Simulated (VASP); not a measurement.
Wanted: the native input for a VASP 6.6.1 run.

```yaml
Task: single point
Functional: RPBE
Potentials_or_basis: VASP PAW PBE potentials, release 64 (Cs_sv)
Cutoff: 520 eV
k_mesh: 7 × 7 × 4
Occupations: fermi-dirac, width 0.1 eV
Spin: no spin polarisation
Dipole_correction: no
Further_INCAR_settings: ALGO = Normal; EDIFF = 1e-07; NBANDS = 16
```

The structure of Cs lies in POSCAR:

```
Cs
1.0
    5.7733177005      0.0000000000      0.0000000000
   -2.8866588502      4.9998397927      0.0000000000
    0.0000000000      0.0000000000      9.4694477962
Cs
2
Direct
    0.3333333333      0.6666666667      0.2500000000
    0.6666666667      0.3333333333      0.7500000000
```

This cell differs from its parent crystal: volume scaled by 1.04.

These files were run (other wordings do the same):

INCAR

```
ALGO = Normal
EDIFF = 1E-7
ENCUT = 520
GGA = RP
ISIF = 2
ISMEAR = -1
LASPH = True
LCHARG = False
LREAL = False
LWAVE = False
NBANDS = 16
NELM = 60
PREC = Accurate
SIGMA = 0.1
```

KPOINTS

```
k-points
0
Gamma
  7 7 4
```

Potentials or basis: VASP PAW PBE potentials, release 64 (Cs_sv).

The run is started by

```console
$ cat potpaw_PBE.64/Cs_sv/POTCAR > POTCAR
$ mpirun -np 1 vasp_std > vasp.out
```

It gave:

```yaml
Pressure: -0.1 GPa
Band_gap_on_the_k_mesh: zero (band 9 reaches 0.65 eV, above the bottom of band 10 at -0.79 eV)
```

Caveat: the PAW data sets were made with another functional, which shifts forces and pressure a little; spin-orbit coupling is left out, which moves the levels of the heavy elements.

Wall time 110 s on 1 thread of Intel(R) Xeon(R) Platinum 8488C (Sapphire Rapids), on a shared host, peak memory 0.42 GiB.
